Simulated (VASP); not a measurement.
# P (P6_3/mmc) in VASP: further runs

Runs on P. Level: PBE. Tasks: relaxation of cell and atoms.

Program: VASP 6.6.1. These are calculated values, not measurements. Logs are shortened: lines on timing, memory, paths and dates and some standing lists are left out, and cuts for length are marked.

## Step 1: The cell of the first run

The structure is hexagonal, space group P6_3/mmc (No. 194). Conventional cell: a = 2.035 Å, b = 2.035 Å, c = 3.351 Å, α = 90.00°, β = 90.00°, γ = 120.00°. P (site symmetry -6m2) has 12 P at 2.03 to 2.05 Å within 2.7 Å.

This isn't the form of P at room conditions, which is orthorhombic.

## Step 2: Relaxation of cell and atoms, PBE, target pressure 450 GPa, at which the enthalpy is minimised

INCAR reads:

```
SYSTEM = P
PREC = Accurate ; ENCUT = 600
EDIFF = 1E-7 ; ISMEAR = -1
SIGMA = 0.08 ; LREAL = .FALSE.
LASPH = .TRUE. ; NELM = 80
ALGO = Normal ; ISIF = 3
LWAVE = .FALSE. ; LCHARG = .FALSE.
GGA = PE ; IBRION = 2
NSW = 32 ; EDIFFG = -0.005
PSTRESS = 4500.0
```

KPOINTS reads:

```
regular mesh
0
G
  21 21 12
  0 0 0
```

POSCAR reads:

```
P
1.0
    2.0345237270      0.0000000000      0.0000000000
   -1.0172618635      1.7619492322      0.0000000000
    0.0000000000      0.0000000000      3.3511392238
P
2
Direct
    0.3333333333      0.6666666667      0.2500000000
    0.6666666667      0.3333333333      0.7500000000
```

Potentials or basis: VASP PAW PBE potentials, release 64 (P).

Launch:

```
cat potpaw_PBE.64/P/POTCAR > POTCAR
mpirun -np 1 vasp_std > vasp.out
```

OUTCAR:

```text
SYSTEM = P
   PREC = Accurate
   ENCUT = 600
   EDIFF = 1E-7
   ISMEAR = -1
   LREAL = .FALSE.
   LASPH = .TRUE.
   NELM = 80
   ISIF = 3
   GGA = PE
   IBRION = 2
   NSW = 32
   EDIFFG = -0.005
   PSTRESS = 4500.0

 ion  position               nearest neighbor table
   1  0.333  0.667  0.250-   2 2.05   2 2.05   2 2.05   2 2.05   2 2.05   2 2.05   2 2.89   2 2.89
                             2 2.89   2 2.89   2 2.89   2 2.89
   2  0.667  0.333  0.750-   1 2.05   1 2.05   1 2.05   1 2.05   1 2.05   1 2.05   1 2.89   1 2.89
                             1 2.89   1 2.89   1 2.89   1 2.89

  LATTYP: Found a hexagonal cell.
 ALAT       =     2.0345237270
 C/A-ratio  =     1.6471369586

  Lattice vectors:

 A1 = (   2.0345237270,   0.0000000000,   0.0000000000)
 A2 = (  -1.0172618635,   1.7619492322,   0.0000000000)
 A3 = (   0.0000000000,   0.0000000000,   3.3511392238)

Analysis of symmetry for initial positions (statically):
=====================================================================
 Subroutine PRICEL returns:
 Original cell was already a primitive cell.

 Routine SETGRP: Setting up the symmetry group for a
 hexagonal supercell.

 Subroutine GETGRP returns: Found 24 space group operations
 (whereof 12 operations were pure point group operations)
 out of a pool of 24 trial point group operations.

The static configuration has the point symmetry D_3d.
 The point group associated with its full space group is D_6h.

Analysis of symmetry for dynamics (positions and initial velocities):
=====================================================================
 Subroutine PRICEL returns:
 Original cell was already a primitive cell.

 Routine SETGRP: Setting up the symmetry group for a
 hexagonal supercell.

 Subroutine GETGRP returns: Found 24 space group operations
 (whereof 12 operations were pure point group operations)
 out of a pool of 24 trial point group operations.

The dynamic configuration has the point symmetry D_3d.
 The point group associated with its full space group is D_6h.

 Subroutine INISYM returns: Found 24 space group operations
 (whereof 12 operations are pure point group operations),
 and found     1 'primitive' translations

----------------------------------------------------------------------------------------

                                     Primitive cell

  volume of cell :      12.0129

  direct lattice vectors                    reciprocal lattice vectors
     2.034523727  0.000000000  0.000000000     0.491515526  0.283776621  0.000000000
    -1.017261863  1.761949232  0.000000000     0.000000000  0.567553243  0.000000000
     0.000000000  0.000000000  3.351139224     0.000000000  0.000000000  0.298405985

  length of vectors
     2.034523727  2.034523727  3.351139224     0.567553243  0.567553243  0.298405985

  position of ions in fractional coordinates (direct lattice)
     0.333333333  0.666666667  0.250000000
     0.666666667  0.333333333  0.750000000

  ion indices of the primitive-cell ions
   primitive index   ion index
                 1           1
                 2           2

----------------------------------------------------------------------------------------

 KPOINTS: regular mesh

Automatic generation of k-mesh.
 Grid dimensions read from file:
 generate k-points for:   21   21   12

 Generating k-lattice:

  Cartesian coordinates                     Fractional coordinates (reciprocal lattice)
     0.023405501  0.013513172  0.000000000     0.047619048  0.000000000  0.000000000
     0.000000000  0.027026345  0.000000000     0.000000000  0.047619048  0.000000000
     0.000000000  0.000000000  0.024867165     0.000000000  0.000000000  0.083333333

  Length of vectors
     0.027026345  0.027026345  0.024867165

  Shift w.r.t. Gamma in fractional coordinates (k-lattice)
     0.000000000  0.000000000  0.000000000

 Subroutine IBZKPT returns following result:
 ===========================================

 Found    336 irreducible k-points:

 Following reciprocal coordinates:
            Coordinates               Weight
  0.000000  0.000000  0.000000      1.000000
  0.047619  0.000000  0.000000      6.000000
  0.095238  0.000000  0.000000      6.000000
  0.142857  0.000000  0.000000      6.000000
  0.190476  0.000000  0.000000      6.000000
  0.238095  0.000000  0.000000      6.000000
[... 16 lines left out ...]
  0.142857  0.095238  0.000000     12.000000
  0.190476  0.095238  0.000000     12.000000
 [... further k-points ...]
   k-points           NKPTS =    336   k-points in BZ     NKDIM =    336   number of bands    NBANDS=      9
   number of dos      NEDOS =    301   number of ions     NIONS =      2
   total plane-waves  NPLWV =   7168
   dimension x,y,z NGX =    16 NGY =   16 NGZ =   28
   dimension x,y,z NGXF=    32 NGYF=   32 NGZF=   56
   ions per type =               2
   NGX,Y,Z   is equivalent  to a cutoff of  13.07, 13.07, 13.89 a.u.
   NGXF,Y,Z  is equivalent  to a cutoff of  26.15, 26.15, 27.78 a.u.
 SYSTEM =  P
   PREC   = accura    normal or accurate (medium, high low for compatibility)
   ISTART =      0    job   : 0-new  1-cont  2-samecut
   ICHARG =      2    charge: 1-file 2-atom 10-const
   ISPIN  =      1    spin polarized calculation?
   LNONCOLLINEAR =      F non collinear calculations
   LSORBIT =      F    spin-orbit coupling
   LASPH  =      T    aspherical Exc in radial PAW
   ENCUT  =  600.0 eV  44.10 Ry    6.64 a.u.   4.06  4.06  6.69*2*pi/ulx,y,z
   NELM   =     80;   NELMIN=  2; NELMDL= -5     # of ELM steps
   EDIFF  = 0.1E-06   stopping-criterion for ELM
   LREAL  =      F    real-space projection
   EDIFFG = -.5E-02   stopping-criterion for IOM
   NSW    =     32    number of steps for IOM
   IBRION =      2    ionic relax: 0-MD 1-quasi-New 2-CG
   NFREE  =      1    steps in history (QN), initial steepest desc. (CG)
   ISIF   =      3    stress and relaxation
   ISYM   =      2    0-nonsym 1-usesym 2-fastsym
   POTIM  = 0.5000    time-step for ionic-motion
   TEBEG  =    0.0;   TEEND  =   0.0 temperature during run
   PSTRESS= 4500.0 pullay stress
   NELECT =      10.0000    total number of electrons
   NUPDOWN=      -1.0000    fix difference up-down
   EMIN   =  10.00;   EMAX   =-10.00  energy-range for DOS
   EFERMI =   0.00;   METHOD = LEGACY
   ISMEAR =    -1;   SIGMA  =   0.08  broadening in eV -4-tet -1-fermi 0-gaus
   EFERMI_NEDOS =   21; number of points for ismear=-14 and -15
   IALGO  =     38    algorithm
   IMIX   =      4    mixing-type and parameters
     AMIX     =   0.40;   BMIX     =  1.00
     AMIX_MAG =   1.60;   BMIX_MAG =  1.00
  volume/ion in A,a.u.               =       6.01        40.53
  Fermi-wavevector in a.u.,A,eV,Ry     =   1.540016  2.910209 32.268256  2.371650
  Thomas-Fermi vector in A             =   2.646163
   LORBIT       =      0    0 simple, 1 ext, 2 COOP (PROOUT), +10 PAW based schemes
   GGA     = PE    functional components
   LHFCALC =     F    Hartree Fock is set to
   AEXX    =    0.0000 exact exchange contribution
   IVDW    =     0    specifies the selected vdW correction
   LEPSILON=     F    determine dielectric tensor
   LRPA    =     F    only Hartree local field effects (RPA)
 conjugate gradient relaxation of ions
 non-spin polarized calculation
  energy-cutoff  :      600.00
  volume of cell :       12.01
 maximum number of plane-waves:       417
   NGX =  9   NGY =  9   NGZ = 13

--------------------------------------- Ionic step        1  -------------------------------------------

 number of electron      10.0000000 magnetization

 Free energy of the ion-electron system (eV)
  ---------------------------------------------------
  ext. energy  EPLUGINS =         0.00000000
  ---------------------------------------------------
  free energy    TOTEN  =         1.99398364 eV

  energy without entropy =        2.00232408  energy(sigma->0) =        1.99815386

------------------------ aborting loop because EDIFF is reached ----------------------------------------

  FORCE on cell =-STRESS in cart. coord.  units (eV):
  Direction    XX          YY          ZZ          XY          YZ          ZX
  --------------------------------------------------------------------------------------
  -------------------------------------------------------------------------------------
  Total       33.0946089     33.0946089     33.1101714      0.0000000      0.0000000      0.0000000
  in kB     4413.8667202   4413.8667203   4415.9422983      0.0000000      0.0000000      0.0000000
  external PRESSURE =     -85.4414204 kB  Pullay stress =    4500.0000000 kB
[... 289 lines left out ...]
  enthalpy is  TOTEN    =        35.7325284752 eV   P V=       33.5619146715

--------------------------------------- Ionic step        9  -------------------------------------------

 number of electron       9.9999999 magnetization

 Free energy of the ion-electron system (eV)
  ---------------------------------------------------
  ext. energy  EPLUGINS =         0.00000000
  ---------------------------------------------------
  free energy    TOTEN  =         2.19003350 eV

  energy without entropy =        2.19838300  energy(sigma->0) =        2.19420825

 E-fermi :  27.9121     XC(G=0): -15.7083

 val. band max:       27.9010089006   @ k =   0.1905   0.0000   0.2500
 cond. band min:      27.9265518926   @ k =   0.3333   0.0952   0.2500
 fundamental gap:      0.0255429919
 Fermi energy:        27.9121216954

 k-point     1 :       0.0000    0.0000    0.0000
  band No.  band energies     occupation
      1      -1.4182      2.00000
      2       9.9910      2.00000
      3      11.6876      2.00000
      4      39.3017      0.00000
      5      39.3017      0.00000
      6      39.7036      0.00000
      7      39.7036      0.00000
      8      40.4405      0.00000
      9      47.3074      0.00000
[... 265 lines left out ...]
 k-point    24 :       0.1905    0.0952    0.0000
  band No.  band energies     occupation
      1       1.4569      2.00000
      2      12.6502      2.00000
      3      14.1815      2.00000
      4      24.4659      2.00000
      5      28.3142      0.01304
      6      34.7597      0.00000
      7      36.0974      0.00000
      8      39.2740      0.00000
      9      40.4258      0.00000

 [... further k-points ...]
[... 5 lines left out ...]
  --------------------------------------------------------------------------------------
  -------------------------------------------------------------------------------------
  Total       33.5438312     33.5438312     33.5440929      0.0000000      0.0000000      0.0000000
  in kB     4500.1817706   4500.1817708   4500.2168831      0.0000000      0.0000000      0.0000000
  external PRESSURE =       0.1934748 kB  Pullay stress =    4500.0000000 kB
[... 17 lines left out ...]
  FREE ENERGIE OF THE ION-ELECTRON SYSTEM (eV)
  ---------------------------------------------------
  free  energy   TOTEN  =         2.1900334970 eV

  energy  without entropy=        2.1983829976  energy(sigma->0) =        2.19420825

  enthalpy is  TOTEN    =        35.7325097793 eV   P V=       33.5424762822

 reached required accuracy - stopping structural energy minimisation
```

It took 3.2 min on 1 thread of AMD EPYC 7R43 (Zen 3), shared host; peak memory 0.12 GiB.

Results:

| Item | Value |
| --- | --- |
| Free energy | 2.1900 eV |
| Relaxed volume | 5.97 Å³/atom |
| Relaxed cell | a = 2.030 Å, b = 2.030 Å, c = 3.346 Å, α = 90.00°, β = 90.00°, γ = 120.00° |
| Space group after relaxing (to 0.1 Å) | P6_3/mmc (No. 194) |
| Energy change on relaxing (the run minimises the enthalpy) | +98.0 meV/atom |
| Ionic steps | 9 |
| Pressure after relaxing | 450.0 GPa |
| Band gap on the k mesh | zero (bands 5 and 6 overlap by 21.51 eV) |

Step by step:
```csv
step,energy change (eV),largest force (eV/Å),pressure (GPa),volume (Å³)
1,0.0000,0.0000,441.46,12.01
2,1.6321,0.0000,514.77,11.46
3,0.1902,0.0000,449.81,11.94
4,0.1944,0.0000,449.99,11.94
5,0.1983,0.0000,450.16,11.94
6,0.2013,0.0000,450.18,11.94
7,0.1995,0.0000,450.17,11.94
8,0.1766,0.0000,449.17,11.95
9,0.1960,0.0000,450.02,11.94
```

Final structure:
```yaml
crystal:
  lattice:
    - [2.03013, 0.00000, 0.00000]
    - [-1.01506, 1.75814, 0.00000]
    - [0.00000, 0.00000, 3.34592]
  atoms:
    - { symbol: P, position: [0.33333, 0.66667, 0.25000] }
    - { symbol: P, position: [0.66667, 0.33333, 0.75000] }
```

Levels at points of the mesh, in eV from the Fermi level:
| k point | band 3 | band 4 | band 5 | band 6 | band 7 | band 8 |
| --- | --- | --- | --- | --- | --- | --- |
| (0.00, 0.00, 0.00) | -16.22 | 11.39 | 11.39 | 11.79 | 11.79 | 12.53 |
| (0.00, 0.00, 0.50) | -2.64 | -2.64 | 12.69 | 12.69 | 12.69 | 12.69 |

Caveat: the cell is relaxed towards a set pressure, so the run minimises the enthalpy, not the energy.

## Step 3: Relaxation of cell and atoms, PBE, target pressure 450 GPa, at which the enthalpy is minimised

This run uses another cell than the first one, of 6.04 Å³/atom.

INCAR reads:

```
SYSTEM = P
PREC     = Accurate       ! precision mode
ENCUT    = 600            ! plane-wave cutoff, eV
EDIFF    = 1E-6           ! SCF threshold, eV
ISMEAR   = -1             ! smearing method
SIGMA    = 0.08           ! smearing width, eV
LREAL    = .False.        ! projectors in reciprocal space
LASPH    = .True.         ! aspherical terms in the spheres
NELM     = 60             ! most SCF steps
ALGO     = Normal         ! electronic algorithm
ISIF     = 3              ! what is computed and relaxed
LWAVE    = .False.        ! write WAVECAR
LCHARG   = .False.        ! write CHGCAR
GGA      = PE             ! functional
IBRION   = 2              ! ionic algorithm
NSW      = 60             ! ionic steps
EDIFFG   = -0.005         ! ionic threshold
PSTRESS  = 4500.0
```

KPOINTS reads:

```
Automatic mesh
0
Gamma
  21 21 12
  0 0 0
```

POSCAR reads:

```
P
1.0
    2.0497265168      0.0000000000      0.0000000000
   -1.0248632584      1.7751152343      0.0000000000
    0.0000000000      0.0000000000      3.3205569571
P
2
Direct
    0.3333333333      0.6666666667      0.2500000000
    0.6666666667      0.3333333333      0.7500000000
```

Potentials or basis: VASP PAW PBE potentials, release 64 (P).

Launch:

```
cat potpaw_PBE.64/P/POTCAR > POTCAR
mpirun -np 1 vasp_std > vasp.out
```

Run time: 3.6 min. Hardware: 1 thread of AMD EPYC 7R43 (Zen 3), shared host; peak memory 0.12 GiB.

The run converged. Its results:

```
Free energy                                                : 2.1890 eV
Relaxed volume                                             : 5.97 Å³/atom
Relaxed cell                                               : a = 2.030 Å, b = 2.030 Å, c = 3.346 Å, α = 90.00°, β = 90.00°, γ = 120.00°
Space group after relaxing (to 0.1 Å)                      : P6_3/mmc (No. 194)
Energy change on relaxing (the run minimises the enthalpy) : +186.4 meV/atom
Ionic steps                                                : 12
Pressure after relaxing                                    : 450.0 GPa
Band gap on the k mesh                                     : zero (bands 5 and 6 overlap by 21.51 eV)
```

The path:
```tsv
step	energy change (eV)	largest force (eV/Å)	pressure (GPa)	volume (Å³)
1	0.0000	0.0000	434.96	12.08
2	3.0141	0.0000	567.58	11.11
3	0.4425	0.0000	453.89	11.92
4	0.4841	0.0000	455.68	11.90
5	0.1865	0.0000	439.39	12.01
6	0.3871	0.0000	450.59	11.94
7	0.3889	0.0000	450.68	11.94
8	0.3106	0.0000	447.34	11.97
9	0.3752	0.0000	450.09	11.94
10	0.3749	0.0000	450.09	11.94
11	0.3701	0.0000	449.85	11.94
12	0.3728	0.0000	449.98	11.94
```

Final structure:
```yaml
crystal:
  lattice:
    - [2.03016, 0.00000, 0.00000]
    - [-1.01508, 1.75817, 0.00000]
    - [0.00000, 0.00000, 3.34591]
  atoms:
    - { symbol: P, position: [0.33333, 0.66667, 0.25000] }
    - { symbol: P, position: [0.66667, 0.33333, 0.75000] }
```

Levels at points of the mesh, in eV from the Fermi level:
| k point | band 3 | band 4 | band 5 | band 6 | band 7 | band 8 |
| --- | --- | --- | --- | --- | --- | --- |
| (0.00, 0.00, 0.00) | -16.22 | 11.39 | 11.39 | 11.79 | 11.79 | 12.53 |
| (0.00, 0.00, 0.50) | -2.64 | -2.64 | 12.69 | 12.69 | 12.69 | 12.69 |

Caveat: the cell is relaxed towards a set pressure, so the run minimises the enthalpy, not the energy.

The gap in the log of VASP goes by the Fermi energy; the results here count the filled bands.